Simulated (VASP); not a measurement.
Input of a VASP 6.6.1 run:

The input INCAR:

```
SYSTEM = BN
PREC     = Accurate       ! precision mode
ENCUT    = 520            ! plane-wave cutoff, eV
EDIFF    = 1E-6           ! SCF threshold, eV
ISMEAR   = 0              ! smearing method
SIGMA    = 0.01           ! smearing width, eV
LREAL    = Auto         
LASPH    = .True.         ! aspherical terms in the spheres
NELM     = 200            ! most SCF steps
ALGO     = Normal         ! electronic algorithm
ISIF     = 2              ! what is computed and relaxed
LWAVE    = .False.        ! write WAVECAR
LCHARG   = .False.        ! write CHGCAR
ISPIN    = 2              ! spin polarisation
MAGMOM   = 0 0 0 0.01 0 0 0 0 0 0 0 0 0 0 0.01 0 0 0 0 0.03 0 0.01 0 0 0.29 0 0.01 0 0 0 0.24 0 0.01 0 ! initial moments
LORBIT   = 11             ! projections on sites
NUPDOWN  = 1.0            ! fixed moment
GGA      = PE             ! functional
NBANDS   = 95             ! bands
NELECT   = 135.0        
GGA_COMPAT= .False.      
ISYM     = -1
```

KPOINTS

```
explicit points
1
Reciprocal
  0.25000000   0.25000000   0.25000000 1
```

POSCAR

```
BN
1.0
    7.4650312844      0.0000000000      0.0000000000
   -3.7325156422      6.4649067324      0.0000000000
    0.0000000000      0.0000000000      6.4954828762
B N
17 17
Direct
    0.1122060349      0.2236321399      0.2497168462
    0.1692865588      0.0847552812      0.7493468494
    0.1118565892      0.5559219358      0.2496107850
    0.2286418693      0.4515420342      0.7498759917
    0.1114880492      0.8891524992      0.2495625390
    0.2157672678      0.7708077653      0.7499218968
    0.4460527523      0.2244231084      0.2496206404
    0.5779693830      0.0860622618      0.7499902962
    0.4457017707      0.5560697674      0.2493631145
    0.4453592537      0.8891663336      0.2499865516
    0.5565172461      0.7715234036      0.7507102081
    0.7792091278      0.2236105813      0.2498292869
    0.8870848767      0.1115753617      0.7499497005
    0.7780201949      0.5560536536      0.2492733578
    0.8833981643      0.4509837889      0.7494027446
    0.7784526123      0.8892260691      0.2495682332
    0.8732993602      0.7683025926      0.7495713512
    0.1125859855      0.2281400796      0.7495539533
    0.2227872565      0.1122191146      0.2497940596
    0.1085016663      0.5544788815      0.7497089589
    0.2227223648      0.4455027153      0.2496062093
    0.1083565015      0.8836687547      0.7496430927
    0.2227801490      0.7788859765      0.2496964675
    0.5561377819      0.1123251367      0.2500630094
    0.4436456386      0.5593892124      0.7510398915
    0.5560763360      0.4456177461      0.2490295541
    0.4373214517      0.8850693837      0.7505759932
    0.5562053477      0.7790409933      0.2498163655
    0.7796942672      0.2275554215      0.7497623020
    0.8895359452      0.1123386454      0.2498181668
    0.7739200094      0.5561025515      0.7478645471
    0.8894276185      0.4455483467      0.2494637624
    0.7779615320      0.8932976908      0.7503835748
    0.8894447182      0.7789845399      0.2489592020
```

Potentials or basis: VASP PAW PBE potentials, release 64 (B, N).

The run is started by

```bash
$ cat potpaw_PBE.64/B/POTCAR potpaw_PBE.64/N/POTCAR > POTCAR
$ mpirun -np 1 vasp_std > vasp.out
```

Estimate the largest force.

0.041 eV/Å.

Forces on the atoms (eV/Å):
```
B    0.004 -0.001 -0.004
B    0.000 -0.007  0.002
B    0.001 -0.003 -0.001
B   -0.002 -0.032  0.002
B    0.003 -0.007 -0.003
B   -0.003  0.008 -0.004
B    0.007  0.003 -0.003
B    0.008  0.014  0.002
B    0.006  0.002  0.001
B    0.002 -0.005 -0.004
B    0.021 -0.010 -0.002
B    0.003  0.006 -0.002
B   -0.004  0.002  0.000
B    0.002 -0.003 -0.002
B   -0.001 -0.025 -0.007
B    0.006 -0.001 -0.002
B   -0.014 -0.002 -0.007
N    0.034  0.000  0.006
N   -0.007  0.004  0.004
N    0.001  0.008  0.001
N   -0.002 -0.003  0.004
N    0.011  0.033  0.001
N   -0.003  0.004  0.005
N   -0.006  0.000  0.004
N    0.016  0.006 -0.008
N   -0.004 -0.003  0.003
N   -0.008  0.022 -0.001
N   -0.004 -0.002  0.004
N   -0.041 -0.007 -0.002
N   -0.002  0.001  0.004
N   -0.008 -0.004  0.002
N   -0.002  0.000  0.003
N   -0.011 -0.003  0.001
N   -0.002  0.005  0.003
```

Caveat: the cell carries a net charge on a neutralising background, which shifts energy and pressure; the total moment is fixed, so each spin has its own Fermi level.
